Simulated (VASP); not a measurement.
# Mo16F (a cell with a defect) in VASP: single point with PBE+D3(BJ)

Aim: the single point of Mo16F (a cell with a defect) with PBE+D3(BJ).

All numbers are computed with VASP 6.6.1; they aren't measurements. Logs are shortened: lines on timing, memory, paths and dates and some standing lists are left out, and cuts for length are marked.

## (1) The cell of the first run

The cell holds a defect, 17 atoms: a = 6.300 Å, b = 6.300 Å, c = 6.300 Å, α = 90.00°, β = 90.00°, γ = 90.00°.

## (2) Single point, PBE+D3(BJ)

The input, INCAR:

```
PREC = Accurate
ENCUT = 520
EDIFF = 1E-6
ISMEAR = -1
SIGMA = 0.1
LREAL = Auto
LASPH = True
NELM = 100
ALGO = Normal
ISIF = 2
LWAVE = False
LCHARG = False
GGA = PE
IVDW = 12
NBANDS = 130
```

The input, KPOINTS:

```
Automatic mesh
0
Gamma
  3 3 3
```

The input, POSCAR:

```
Mo16F
1.0
    6.3000000000      0.0000000000      0.0000000000
    0.0000000000      6.3000000000      0.0000000000
    0.0000000000      0.0000000000      6.3000000000
Mo F
16 1
Direct
    0.0043211111      0.0044758730     -0.0017707937
    0.4955661905      0.0044725397     -0.0017709524
    0.0009968254      0.4973226984      0.0029666667
    0.0013215873      0.0003292063      0.5018546032
    0.2499369841      0.2470295238      0.2488688889
    0.4988809524      0.4973193651      0.0029674603
    0.4985534921      0.0003206349      0.5018565079
    0.7499406349      0.2480011111      0.2494366667
    0.0324434921      0.4760722222      0.5075839683
    0.2499439683      0.7543600000      0.2483577778
    0.2499334921      0.2438033333      0.7580176190
    0.4674138095      0.4760196825      0.5075906349
    0.7499417460      0.7833446032      0.2105295238
    0.7499398413      0.2476887302      0.7538015873
    0.2499447619      0.7518107937      0.7526431746
    0.7499439683      0.7633295238      0.7661514286
    0.7499057143      0.6134646032      0.4771147619
```

Potentials or basis: VASP PAW PBE potentials, release 64 (Mo_sv, F).

Command:

```sh
cat potpaw_PBE.64/Mo_sv/POTCAR potpaw_PBE.64/F/POTCAR > POTCAR
mpirun -np 1 vasp_std > vasp.out
```

OUTCAR:

```text
PREC = Accurate
   ENCUT = 520
   EDIFF = 1E-6
   ISMEAR = -1
   LREAL = Auto
   LASPH = True
   NELM = 100
   ISIF = 2
   GGA = PE
   IVDW = 12
 IVDW          = 12

 ion  position               nearest neighbor table
   1  0.004  0.004  0.998-  13 2.51  11 2.64  16 2.65   5 2.69  14 2.70  15 2.71  10 2.71   8 2.73
                             2 3.09   3 3.11   4 3.13   4 3.17   3 3.20   2 3.21
   2  0.496  0.004  0.998-  13 2.51  11 2.64  16 2.65   5 2.69  14 2.70  15 2.71  10 2.71   8 2.73
                             1 3.09   6 3.11   7 3.13   7 3.17   6 3.20   1 3.21
   3  0.001  0.497  0.003-   5 2.71   8 2.72  11 2.72  14 2.73  13 2.73  10 2.73  15 2.74  16 2.75
                             1 3.11   9 3.13   6 3.14   6 3.16   9 3.19   1 3.20
   4  0.001  0.000  0.502-  15 2.72  10 2.72   5 2.72  11 2.72  14 2.73   8 2.73  16 2.74  13 2.78
                             9 3.00   1 3.13   7 3.13   7 3.17   1 3.17   9 3.31
   5  0.250  0.247  0.249-  12 2.57   9 2.57   1 2.69   2 2.69   6 2.71   3 2.71   4 2.72   7 2.72
                            11 3.09  10 3.10   8 3.15   8 3.15  10 3.20  11 3.21
   6  0.499  0.497  0.003-   5 2.71   8 2.72  11 2.72  14 2.73  13 2.73  10 2.73  15 2.74  16 2.75
                             2 3.11  12 3.13   3 3.14   3 3.16  12 3.19   2 3.20
   7  0.499  0.000  0.502-  15 2.72  10 2.72   5 2.72  11 2.72  14 2.73   8 2.73  16 2.74  13 2.78
                            12 3.00   2 3.13   4 3.13   4 3.17   2 3.17  12 3.31
   8  0.750  0.248  0.249-   6 2.72   3 2.72   2 2.73   1 2.73   4 2.73   7 2.73  12 2.81   9 2.81
                            13 2.94  14 3.12   5 3.15   5 3.15  14 3.18  13 3.38
   9  0.032  0.476  0.508-  17 1.99  11 2.55   5 2.57  15 2.70  12 2.74  10 2.76  14 2.76   8 2.81
                             4 3.00  16 3.02   3 3.13   3 3.19  13 3.23   4 3.31
  10  0.250  0.754  0.248-   2 2.71   1 2.71   7 2.72   4 2.72   6 2.73   3 2.73   9 2.76  12 2.76
                             5 3.10  15 3.12  13 3.16  13 3.16  15 3.18   5 3.20
  11  0.250  0.244  0.758-  12 2.55   9 2.55   1 2.64   2 2.64   3 2.72   6 2.72   4 2.72   7 2.72
                             5 3.09  15 3.10  14 3.15  14 3.15  15 3.20   5 3.21
  12  0.467  0.476  0.508-  17 1.99  11 2.55   5 2.57  15 2.70   9 2.74  10 2.76  14 2.76   8 2.81
                             7 3.00  16 3.02   6 3.13   6 3.19  13 3.23   7 3.31
  13  0.750  0.783  0.211-  17 1.99   2 2.51   1 2.51   3 2.73   6 2.73   4 2.78   7 2.78  16 2.80
                             8 2.94  10 3.16  10 3.16   9 3.23  12 3.23   8 3.38
  14  0.750  0.248  0.754-   2 2.70   1 2.70   6 2.73   3 2.73   4 2.73   7 2.73  12 2.76   9 2.76
                            16 3.05   8 3.12  11 3.15  11 3.15   8 3.18  16 3.25
  15  0.250  0.752  0.753-   9 2.70  12 2.70   2 2.71   1 2.71   7 2.72   4 2.72   6 2.74   3 2.74
                            11 3.10  10 3.12  16 3.15  16 3.15  10 3.18  11 3.20
  16  0.750  0.763  0.766-  17 2.05   2 2.65   1 2.65   4 2.74   7 2.74   3 2.75   6 2.75  13 2.80
                             9 3.02  12 3.02  14 3.05  15 3.15  15 3.15  14 3.25
  17  0.750  0.613  0.477-  12 1.99   9 1.99  13 1.99  16 2.05

  LATTYP: Found a simple cubic cell.
 ALAT       =     6.3000000000

  Lattice vectors:

 A1 = (   6.3000000000,   0.0000000000,   0.0000000000)
 A2 = (   0.0000000000,   6.3000000000,   0.0000000000)
 A3 = (   0.0000000000,   0.0000000000,   6.3000000000)

Analysis of symmetry for initial positions (statically):
=====================================================================
 Subroutine PRICEL returns:
 Original cell was already a primitive cell.

 Routine SETGRP: Setting up the symmetry group for a
 simple cubic supercell.

 Subroutine GETGRP returns: Found  1 space group operations
 (whereof  1 operations were pure point group operations)
 out of a pool of 48 trial point group operations.

The static configuration has the point symmetry C_1 .

Analysis of symmetry for dynamics (positions and initial velocities):
=====================================================================
 Subroutine PRICEL returns:
 Original cell was already a primitive cell.

 Routine SETGRP: Setting up the symmetry group for a
 simple cubic supercell.

 Subroutine GETGRP returns: Found  1 space group operations
 (whereof  1 operations were pure point group operations)
 out of a pool of 48 trial point group operations.

The dynamic configuration has the point symmetry C_1 .

 Subroutine INISYM returns: Found  1 space group operations
 (whereof  1 operations are pure point group operations),
 and found     1 'primitive' translations

----------------------------------------------------------------------------------------

                                     Primitive cell

  volume of cell :     250.0470

  direct lattice vectors                    reciprocal lattice vectors
     6.300000000  0.000000000  0.000000000     0.158730159  0.000000000  0.000000000
     0.000000000  6.300000000  0.000000000     0.000000000  0.158730159  0.000000000
     0.000000000  0.000000000  6.300000000     0.000000000  0.000000000  0.158730159

  length of vectors
     6.300000000  6.300000000  6.300000000     0.158730159  0.158730159  0.158730159

  position of ions in fractional coordinates (direct lattice)
     0.004321111  0.004475873  0.998229206
     0.495566190  0.004472540  0.998229048
     0.000996825  0.497322698  0.002966667
     0.001321587  0.000329206  0.501854603
     0.249936984  0.247029524  0.248868889
     0.498880952  0.497319365  0.002967460
[... 9 lines left out ...]
     0.749943968  0.763329524  0.766151429
     0.749905714  0.613464603  0.477114762

  ion indices of the primitive-cell ions
   primitive index   ion index
                 1           1
                 2           2
                 3           3
                 4           4
                 5           5
                 6           6
[... 9 lines left out ...]
                16          16
                17          17

----------------------------------------------------------------------------------------

 KPOINTS: Automatic mesh

Automatic generation of k-mesh.
 Grid dimensions read from file:
 generate k-points for:    3    3    3

 Generating k-lattice:

  Cartesian coordinates                     Fractional coordinates (reciprocal lattice)
     0.052910053  0.000000000  0.000000000     0.333333333  0.000000000  0.000000000
     0.000000000  0.052910053  0.000000000     0.000000000  0.333333333  0.000000000
     0.000000000  0.000000000  0.052910053     0.000000000  0.000000000  0.333333333

  Length of vectors
     0.052910053  0.052910053  0.052910053

  Shift w.r.t. Gamma in fractional coordinates (k-lattice)
     0.000000000  0.000000000  0.000000000

 Subroutine IBZKPT returns following result:
 ===========================================

 Found     14 irreducible k-points:

 Following reciprocal coordinates:
            Coordinates               Weight
  0.000000  0.000000  0.000000      1.000000
  0.333333  0.000000  0.000000      2.000000
  0.000000  0.333333  0.000000      2.000000
  0.000000  0.000000  0.333333      2.000000
  0.333333  0.333333  0.000000      2.000000
  0.000000  0.333333  0.333333      2.000000
  0.333333  0.000000  0.333333      2.000000
 -0.333333  0.333333  0.000000      2.000000
 -0.333333  0.000000  0.333333      2.000000
  0.000000 -0.333333  0.333333      2.000000
  0.333333  0.333333  0.333333      2.000000
 -0.333333  0.333333  0.333333      2.000000
 -0.333333 -0.333333  0.333333      2.000000
  0.333333 -0.333333  0.333333      2.000000
   k-points           NKPTS =     14   k-points in BZ     NKDIM =     14   number of bands    NBANDS=    130
   number of dos      NEDOS =    301   number of ions     NIONS =     17
   total plane-waves  NPLWV = 110592
   dimension x,y,z NGX =    48 NGY =   48 NGZ =   48
   dimension x,y,z NGXF=    96 NGYF=   96 NGZF=   96
   ions per type =              16   1
   NGX,Y,Z   is equivalent  to a cutoff of  12.67, 12.67, 12.67 a.u.
   NGXF,Y,Z  is equivalent  to a cutoff of  25.33, 25.33, 25.33 a.u.
 SYSTEM =  unknown system
   PREC   = accura    normal or accurate (medium, high low for compatibility)
   ISTART =      0    job   : 0-new  1-cont  2-samecut
   ICHARG =      2    charge: 1-file 2-atom 10-const
   ISPIN  =      1    spin polarized calculation?
   LNONCOLLINEAR =      F non collinear calculations
   LSORBIT =      F    spin-orbit coupling
   LASPH  =      T    aspherical Exc in radial PAW
   ENCUT  =  520.0 eV  38.22 Ry    6.18 a.u.  11.71 11.71 11.71*2*pi/ulx,y,z
   NELM   =    100;   NELMIN=  2; NELMDL= -5     # of ELM steps
   EDIFF  = 0.1E-05   stopping-criterion for ELM
   LREAL  =      T    real-space projection
   EDIFFG = 0.1E-04   stopping-criterion for IOM
   NSW    =      0    number of steps for IOM
   IBRION =     -1    ionic relax: 0-MD 1-quasi-New 2-CG
   NFREE  =      0    steps in history (QN), initial steepest desc. (CG)
   ISIF   =      2    stress and relaxation
   ISYM   =      2    0-nonsym 1-usesym 2-fastsym
   POTIM  = 0.5000    time-step for ionic-motion
   TEBEG  =    0.0;   TEEND  =   0.0 temperature during run
   PSTRESS=    0.0 pullay stress
   NELECT =     231.0000    total number of electrons
   NUPDOWN=      -1.0000    fix difference up-down
   EMIN   =  10.00;   EMAX   =-10.00  energy-range for DOS
   EFERMI =   0.00;   METHOD = LEGACY
   ISMEAR =    -1;   SIGMA  =   0.10  broadening in eV -4-tet -1-fermi 0-gaus
   EFERMI_NEDOS =   21; number of points for ismear=-14 and -15
   IALGO  =     38    algorithm
   IMIX   =      4    mixing-type and parameters
     AMIX     =   0.40;   BMIX     =  1.00
     AMIX_MAG =   1.60;   BMIX_MAG =  1.00
  volume/ion in A,a.u.               =      14.71        99.26
  Fermi-wavevector in a.u.,A,eV,Ry     =   1.594428  3.013032 34.588744  2.542201
  Thomas-Fermi vector in A             =   2.692504
   LORBIT       =      0    0 simple, 1 ext, 2 COOP (PROOUT), +10 PAW based schemes
   GGA     = PE    functional components
   LHFCALC =     F    Hartree Fock is set to
   AEXX    =    0.0000 exact exchange contribution
   IVDW    =    12    specifies the selected vdW correction
   LEPSILON=     F    determine dielectric tensor
   LRPA    =     F    only Hartree local field effects (RPA)
 non-spin polarized calculation
  energy-cutoff  :      520.00
  volume of cell :      250.05
 maximum number of plane-waves:      6763
   NGX = 23   NGY = 23   NGZ = 23

 number of electron     231.0000000 magnetization

 Free energy of the ion-electron system (eV)
  ---------------------------------------------------
  ext. energy  EPLUGINS =         0.00000000
  ---------------------------------------------------
  free energy    TOTEN  =      -174.63636456 eV

  energy without entropy =     -174.30431655  energy(sigma->0) =     -174.47034056

 E-fermi :  12.8942     XC(G=0): -13.4981

 val. band max:       12.8890719043   @ k =   0.0000   0.3333   0.3333
 cond. band min:      12.8960338467   @ k =   0.0000  -0.3333   0.3333
 fundamental gap:      0.0069619424
 Fermi energy:        12.8941520574

 k-point     1 :       0.0000    0.0000    0.0000
  band No.  band energies     occupation
      1     -48.3818      2.00000
      2     -48.2496      2.00000
      3     -48.1805      2.00000
      4     -48.1491      2.00000
      5     -48.0998      2.00000
      6     -48.0744      2.00000
[... 119 lines left out ...]
    126      14.5867      0.00000
    127      14.6044      0.00000

 k-point     2 :       0.3333    0.0000    0.0000
  band No.  band energies     occupation
      1     -48.3503      2.00000
      2     -48.2802      2.00000
      3     -48.1783      2.00000
      4     -48.1609      2.00000
      5     -48.1348      2.00000
      6     -48.0728      2.00000
[... 1679 lines left out ...]
    126      14.2726      0.00000
    127      14.3512      0.00000
 [bands above 127 left out]

------------------------ aborting loop because EDIFF is reached ----------------------------------------

 Edisp (eV)  -11.71512

 E8    (eV) :    -5.4846

  FORCE on cell =-STRESS in cart. coord.  units (eV):
  Direction    XX          YY          ZZ          XY          YZ          ZX
  --------------------------------------------------------------------------------------
  -------------------------------------------------------------------------------------
  Total      14.08480    13.88241    10.71654     0.00424    -2.60697     0.00008
  in kB      90.24841    88.95162    68.66626     0.02714   -16.70417     0.00052
  external pressure =       82.62 kB  Pullay stress =        0.00 kB

 VOLUME and BASIS-vectors are now :
 -----------------------------------------------------------------------------
  energy-cutoff  :      520.00
  volume of cell :      250.05
      direct lattice vectors                 reciprocal lattice vectors
     6.300000000  0.000000000  0.000000000     0.158730159  0.000000000  0.000000000
     0.000000000  6.300000000  0.000000000     0.000000000  0.158730159  0.000000000
     0.000000000  0.000000000  6.300000000     0.000000000  0.000000000  0.158730159

 POSITION                                       TOTAL-FORCE (eV/Angst)
 -----------------------------------------------------------------------------------
      0.02722      0.02820      6.28884        -0.003918     -0.017391     -0.004445
      3.12207      0.02818      6.28884         0.003631     -0.017129     -0.004548
      0.00628      3.13313      0.01869         0.007989     -0.021850     -0.041566
      0.00833      0.00207      3.16168         0.009867     -0.006803     -0.041025
      1.57460      1.55629      1.56787        -0.000344     -0.045933     -0.057155
      3.14295      3.13311      0.01869        -0.008081     -0.021905     -0.041580
[... 9 lines left out ...]
      4.72465      4.80898      4.82675         0.000008      0.148206      0.206126
      4.72441      3.86483      3.00582         0.001857      0.335459      0.399100
 -----------------------------------------------------------------------------------
    total drift:                                0.000699     -0.000383     -0.002127

  FREE ENERGIE OF THE ION-ELECTRON SYSTEM (eV)
  ---------------------------------------------------
  free  energy   TOTEN  =      -186.3514809580 eV

  energy  without entropy=     -186.0194329489  energy(sigma->0) =     -186.18545695
```

Run time: 32 min. Hardware: 1 thread of Intel Xeon 8259CL, shared host; peak memory 0.5 GiB.

What came out:

* Free energy: -186.3515 eV
* Pressure: 8.3 GPa
* Largest force: 0.521 eV/Å
* Band gap on the k mesh: zero (an odd number of electrons rules out a gap without spin polarisation)
* Dispersion energy per atom: -0.689 eV

Forces on the atoms (eV/Å):
```
Mo  -0.004 -0.017 -0.004
Mo   0.004 -0.017 -0.005
Mo   0.008 -0.022 -0.042
Mo   0.010 -0.007 -0.041
Mo   0.000 -0.046 -0.057
Mo  -0.008 -0.022 -0.042
Mo  -0.010 -0.007 -0.041
Mo   0.000 -0.005 -0.017
Mo  -0.010 -0.092 -0.140
Mo   0.000 -0.029  0.001
Mo   0.000 -0.014 -0.032
Mo   0.009 -0.091 -0.140
Mo   0.000 -0.114  0.013
Mo   0.000 -0.004 -0.032
Mo   0.000  0.002 -0.027
Mo   0.000  0.148  0.206
F    0.002  0.335  0.399
```

Caveat: an odd number of electrons without spin polarisation forces a metal; a magnetic or distorted state may lie lower.
